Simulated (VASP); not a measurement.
A run of VASP 6.6.1 is set up as follows.

INCAR

```
PREC     = Accurate       # precision mode
ENCUT    = 520            # plane-wave cutoff, eV
EDIFF    = 1E-6           # SCF threshold, eV
ISMEAR   = -1             # smearing method
SIGMA    = 0.02           # smearing width, eV
LREAL    = F              # projectors in reciprocal space
LASPH    = T              # aspherical terms in the spheres
NELM     = 120            # most SCF steps
ALGO     = Normal         # electronic algorithm
ISIF     = 2              # what is computed and relaxed
LWAVE    = F              # write WAVECAR
LCHARG   = T              # write CHGCAR
GGA      = PE             # functional
IVDW     = 12             # dispersion correction
LELF     = T              # ELF
LVHAR    = T            
NBANDS   = 49             # bands
GGA_COMPAT= F
```

Contents of KPOINTS:

```
regular mesh
0
Gamma
  1 1 1
```

The input POSCAR:

```
AgH12O6F
1.0
    5.6378390000      0.0000000000      0.0000000000
    0.0000000000      5.6378390000      0.0000000000
    0.0000000000      0.0000000000      5.6378390000
O H Ag F
6 12 1 1
Direct
    0.8698900412      0.9721632704      0.6675607445
    0.1660210588      0.8721249401      0.0805982576
    0.4078867807      0.4325416175      0.2723561279
    0.1976466515      0.3690066353      0.6988848032
    0.6750636192      0.5324735240      0.8315242773
   -0.0987612452      0.2918139379      0.1701361107
    0.8205981051      0.8251033774      0.7502165280
    0.7523272658      0.9881445710      0.5556206908
    0.2814376218      0.9284940560      0.2127765621
    0.1889731154      0.6927299627      0.1216423527
    0.5145056466      0.4789423749      0.1414549085
    0.4189193767      0.2545656235      0.2946696420
    0.2475593929      0.4309275238      0.5496964351
    0.0452300961      0.2831049273      0.6734672629
    0.7718560250      0.4181211986      0.9300372004
    0.6148455108      0.4563628014      0.6921446320
    0.0487066055      0.3773963747      0.2153839441
   -0.0496466820      0.1408163660      0.1083393832
    0.3196082754      0.9040343295      0.7184490369
    0.4821173503      1.0067864655      0.3655123887
```

Potentials or basis: VASP PAW PBE potentials, release 64 (O, H, Ag, F).

The run is started by

```sh
$ cat potpaw_PBE.64/O/POTCAR potpaw_PBE.64/H/POTCAR potpaw_PBE.64/Ag/POTCAR potpaw_PBE.64/F/POTCAR > POTCAR
$ mpirun -np 1 vasp_gam > vasp.out
```

**Question.** What does it give for the dispersion energy per atom?

**Answer.** -0.058 eV.

**Question.** What does it give for the pressure?

**Answer.** 0.8 GPa.

**Question.** What does it give for the largest force?

**Answer.** 3.824 eV/Å.

Forces on the atoms (eV/Å):
```
O    2.267 -0.831  2.787
O    1.080 -2.495  1.433
O   -0.635  0.383 -0.282
O   -0.986 -0.863  1.358
O    0.576  0.651  1.084
O    0.129  1.174  0.314
H    0.178  0.044  0.098
H   -2.447  0.539 -2.888
H   -0.068  0.221 -0.810
H   -0.473  1.925 -0.826
H   -0.372 -0.237  0.251
H    0.634  0.585 -0.122
H    0.351  0.408 -1.209
H    0.727  0.394  0.024
H   -0.117  0.297 -0.262
H   -0.262 -0.605 -0.501
H   -0.455 -0.660 -0.436
H    0.432 -0.905 -0.135
Ag  -0.261  0.447 -0.436
F   -0.299 -0.473  0.556
```

Caveat: the k points lie up to 1.11 Å⁻¹ apart.
